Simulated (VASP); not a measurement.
I:

```xyz
4
Lattice="3.6350 -2.3950 0.0000 3.6350 2.3950 0.0000 0.0000 0.0000 9.7934" Properties=species:S:1:pos:R:3 pbc="T T T"
I     3.6350   -0.7152    3.7646
I     3.6350    1.6799    1.1321
I     3.6350    0.7152    6.0288
I     3.6350   -1.6799    8.6613
```

```yaml
Program: VASP 6.6.1
Task: relaxation of cell and atoms
Functional: MS2
Potentials_or_basis: VASP PAW PBE potentials, release 64 (I)
Cutoff: 650 eV
k_mesh: 7 × 7 × 3
Occupations: gaussian, width 0.03 eV
Spin: no spin polarisation
```

At the start: pressure 0.9 GPa; volume 42.63 Å³/atom.

Task: Where does the relaxation end?

Result: Over 32 steps the energy falls by 16.7 meV/atom and the volume is 44.74 Å³/atom (+4.9 %); space group Cmce (No. 64, to 0.1 Å) before and after.

The path:
| step | energy change (eV) | largest force (eV/Å) | pressure (GPa) | volume (Å³) |
| --- | --- | --- | --- | --- |
| 1 | 0.0000 | 0.5019 | 0.87 | 170.52 |
| 2 | -0.0095 | 0.2143 | -0.77 | 176.29 |
| 3 | -0.0228 | 0.0972 | -0.11 | 173.70 |
| 4 | -0.0343 | 0.0770 | -0.08 | 173.91 |
| 5 | -0.0544 | 0.0308 | 0.10 | 174.42 |
| 6 | -0.0556 | 0.0526 | 0.20 | 174.58 |
| 7 | -0.0574 | 0.1310 | -0.14 | 177.02 |
| 8 | -0.0576 | 0.1062 | -0.08 | 176.46 |
| 9 | -0.0606 | 0.0767 | -0.05 | 177.36 |
| 10 | -0.0645 | 0.0190 | 0.06 | 179.97 |
| 11 | -0.0647 | 0.0432 | -0.15 | 181.33 |
| 12 | -0.0650 | 0.0184 | -0.07 | 180.78 |
| 13 | -0.0654 | 0.0135 | -0.05 | 180.62 |
| 14 | -0.0657 | 0.0269 | -0.01 | 180.28 |
| 15 | -0.0659 | 0.0233 | -0.06 | 180.06 |
| 16 | -0.0659 | 0.0236 | -0.06 | 180.05 |
| 17 | -0.0661 | 0.0175 | -0.03 | 179.65 |
| 18 | -0.0661 | 0.0101 | 0.01 | 179.14 |
| 19 | -0.0662 | 0.0101 | 0.01 | 179.11 |
| 20 | -0.0662 | 0.0170 | -0.02 | 179.03 |
| 21 | -0.0663 | 0.0128 | -0.01 | 178.97 |
| 22 | -0.0663 | 0.0011 | 0.02 | 178.78 |
| 23 | -0.0663 | 0.0012 | 0.03 | 178.76 |
| 24 | -0.0663 | 0.0020 | 0.02 | 178.78 |
| 25 | -0.0663 | 0.0034 | 0.01 | 178.82 |
| 26 | -0.0664 | 0.0037 | 0.01 | 178.88 |
| 27 | -0.0664 | 0.0088 | -0.02 | 179.07 |
| 28 | -0.0664 | 0.0069 | -0.02 | 179.01 |
| 29 | -0.0664 | 0.0050 | -0.01 | 178.94 |
| 30 | -0.0664 | 0.0028 | 0.00 | 178.96 |
| 31 | -0.0667 | 0.0027 | 0.01 | 178.96 |
| 32 | -0.0667 | 0.0027 | 0.01 | 178.96 |

Final structure:
```
I
1.0
     3.96949   -2.27288    0.00000
     3.96949    2.27288    0.00000
     0.00000    0.00000    9.91785
I
4
Direct
  0.65175 0.34825 0.38013
  0.15175 0.84825 0.11987
  0.34825 0.65175 0.61987
  0.84825 0.15175 0.88013
```

Caveat: this functional lacks dispersion, which holds the molecules together, so the pressure and a relaxed volume are unreliable; the PAW data sets were made with another functional, which shifts forces and pressure a little.
